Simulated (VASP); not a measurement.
A run of VASP 6.6.1 is set up as follows.

The input INCAR:

```
ALGO     = Normal         # electronic algorithm
EDIFF    = 1E-6           # SCF threshold, eV
ENCUT    = 500            # plane-wave cutoff, eV
GGA      = PE             # functional
GGA_COMPAT= False        
ISIF     = 2              # what is computed and relaxed
ISMEAR   = 0              # smearing method
ISPIN    = 2              # spin polarisation
LASPH    = True           # aspherical terms in the spheres
LCHARG   = True           # write CHGCAR
LDAU     = True           # DFT+U
LDAUJ    = 0.86         
LDAUL    = 2              # shell
LDAUPRINT= 1            
LDAUTYPE = 1            
LDAUU    = 6.6            # U, eV
LELF     = True           # ELF
LMAXMIX  = 4              # l up to which the mixer works
LORBIT   = 11             # projections on sites
LREAL    = False          # projectors in reciprocal space
LVHAR    = True         
LWAVE    = False          # write WAVECAR
MAGMOM   = 0.76           # initial moments
NBANDS   = 16             # bands
NELECT   = 12.0         
NELM     = 200            # most SCF steps
PREC     = Accurate       # precision mode
SIGMA    = 0.1            # smearing width, eV
```

File KPOINTS:

```
k-points
0
Gamma
  3 3 3
```

Contents of POSCAR:

```
Mn
1.0
   -1.3932737400      1.3932737400      1.3932737400
    1.3932737400     -1.3932737400      1.3932737400
    1.3932737400      1.3932737400     -1.3932737400
Mn
1
Direct
    0.0179433512      0.0179433512      0.0000000000
```

Potentials or basis: VASP PAW PBE potentials, release 64 (Mn_pv).

Run with:

```sh
$ cat potpaw_PBE.64/Mn_pv/POTCAR > POTCAR
$ mpirun -np 1 vasp_std > vasp.out
```

Task: What does it give for the net moment?

Result: 1.04 μB per cell.

Task: Predict the site moments.

Result: Mn +1.02 μB.

Eigenvalues of the final occupation matrices:
```tsv
site	spin	trace	eigenvalues
site 1 d	1	2.79	0.02 0.02 0.92 0.92 0.92
site 1 d	2	1.84	0.02 0.02 0.02 0.90 0.90
```

Caveat: the k points lie up to 1.06 Å⁻¹ apart; the cell carries a net charge on a neutralising background, which shifts energy and pressure; the cell is charged against a uniform background, so pressure and absolute levels hang on convention; the U is typed as a test and isn't derived for this compound. The state reached can hang on the start; a lower one may exist.
